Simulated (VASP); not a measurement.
ZnS: single point with PBE

The system is ZnS.

```xyz
4
Lattice="1.8091 3.1334 0.0000 -1.8091 3.1334 0.0000 0.0000 0.0000 5.2691" Properties=species:S:1:pos:R:3 pbc="T T T"
Zn    0.0000    0.0000    0.0000
Zn    0.0000    0.0000    2.6346
S    -0.0002    2.0891    1.3173
S    -0.0002    4.1778    3.9518
```

* Program: VASP 6.6.1
* Task: single point
* Functional: PBE
* Potentials or basis: VASP PAW PBE potentials, release 64 (Zn, S)
* Cutoff: 500 eV
* k mesh: 8 × 8 × 5
* Occupations: gaussian, width 0.0206 eV
* Spin: no spin polarisation
* Dipole correction: no
* Further INCAR settings: ALGO = Normal; EDIFF = 1e-06; NBANDS = 26

```
Pressure               : 14.4 GPa
Band gap on the k mesh : 1.00 eV (least direct gap 1.70 eV)
```

Stress tensor (GPa, compression positive):
```
 9.95  0.00  0.00
 0.00  9.95  0.00
 0.00  0.00 23.26
```

Levels at points of the mesh, in eV from the valence-band top:
```csv
k point,band 14,band 15,band 16,band 17,band 18,band 19,band 20,band 21,band 22,band 23
"(0.00, 0.00, 0.00)",-1.42,-1.42,-0.62,-0.62,0.00,1.70,2.60,5.87,5.87,8.69
"(0.50, 0.00, 0.00)",-5.01,-4.17,-3.61,-2.03,-0.17,2.83,3.14,3.81,5.27,9.57
"(0.50, 0.50, 0.00)",-5.02,-4.17,-3.61,-2.03,-0.17,2.83,3.14,3.81,5.27,9.57
```

It took 31 s on 1 thread of Intel(R) Xeon(R) 6975P-C (Granite Rapids), on a shared host, peak memory 0.21 GiB.

Caveat: the cell stands under pressure; an odd mesh through Γ misses points on the zone boundary, where band edges can lie.
